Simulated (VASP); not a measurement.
A run of VASP 6.6.1 is set up as follows.

File INCAR:

```
PREC = Accurate
ENCUT = 500
EDIFF = 1E-7
ISMEAR = -1
SIGMA = 0.1
LREAL = F
LASPH = T
NELM = 120
ALGO = Normal
ISIF = 3
LWAVE = F
LCHARG = F
GGA = PS
IBRION = 2
NSW = 80
EDIFFG = -0.01
GGA_COMPAT = F
NELMIN = 4
```

Contents of KPOINTS:

```
Automatic mesh
0
Gamma
  6 6 4
```

Contents of POSCAR:

```
SnS2
1.0
    3.6390000000      0.0000000000      0.0000000000
   -1.8195000000      3.1514664400      0.0000000000
    0.0000000000      0.0000000000      5.8680000000
Sn S
1 2
Direct
    0.0000000000      0.0000000000      0.0000000000
    0.3333333333      0.6666666667      0.2500000000
    0.6666666667      0.3333333333      0.7500000000
```

Potentials or basis: VASP PAW PBE potentials, release 64 (Sn_d, S).

The run is started by

```console
$ cat potpaw_PBE.64/Sn_d/POTCAR potpaw_PBE.64/S/POTCAR > POTCAR
$ mpirun -np 1 vasp_std > vasp.out
```

What does it give for the space group after relaxing (to 0.05 Å)?

P-3m1 (No. 164).

What does it give for the band gap on the k mesh?

1.49 eV, indirect (least direct gap 1.81 eV).

What does it give for the relaxed cell?

a = 3.651 Å, b = 3.651 Å, c = 6.035 Å, α = 90.00°, β = 90.00°, γ = 120.00°.

Forces in eV/Å, atoms in the order of the input:
```
Sn   0.000  0.000  0.000
S    0.000  0.000 -0.002
S    0.000  0.000  0.002
```

Caveat: the PAW data sets were made with another functional, which shifts forces and pressure a little; spin-orbit coupling is left out, which moves the levels of the heavy elements. Zero-point motion and thermal expansion aren't in these numbers.
